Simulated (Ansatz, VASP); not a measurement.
## Two plane-wave programs on SrO

```
CELL_PARAMETERS angstrom
0.00000 2.56980 2.56980
2.56980 0.00000 2.56980
2.56980 2.56980 0.00000
ATOMIC_POSITIONS crystal
Sr 0.91488 0.91488 0.08512
O 0.50000 0.50000 0.50000
```

Change from the starting cell: all Sr atoms moved +0.438 Å, as atom 1 towards its neighbour atom 2 (O) at 2.570 Å.

Alike in both runs: task single point; functional PBE; k mesh 8 × 8 × 8; occupations gaussian, width 0.05 eV; no spin polarisation.

|  | VASP | Ansatz |
| --- | --- | --- |
| version | VASP 6.6.1 | Ansatz 0.2.0 |
| potentials or method | VASP PAW PBE potentials, release 64 (Sr_sv, O), cutoff 520 eV | scalar-relativistic, plane waves, PAW |
| valence electrons in the cell | 16 | 16 |

Ansatz gave:

- gap on the k mesh at the Fermi level (eV): 3.35
- least direct gap on the mesh (eV): 3.42
- pressure (GPa): 9.5
- traceless stress, the component that is largest in VASP (GPa): 15.34
- rms of the force components (eV/Å): 1.371

Task: Which values does VASP return?

Result: gap on the k mesh at the Fermi level (eV): 3.31; least direct gap on the mesh (eV): 3.40; pressure (GPa): 10.4; traceless stress, the component that is largest in VASP (GPa): 16.30; rms of the force components (eV/Å): 1.458.

Atom by atom the forces differ by 0.087 eV/Å (rms over components). With one functional, cell and mesh, what is left measures potentials, basis and numerics.
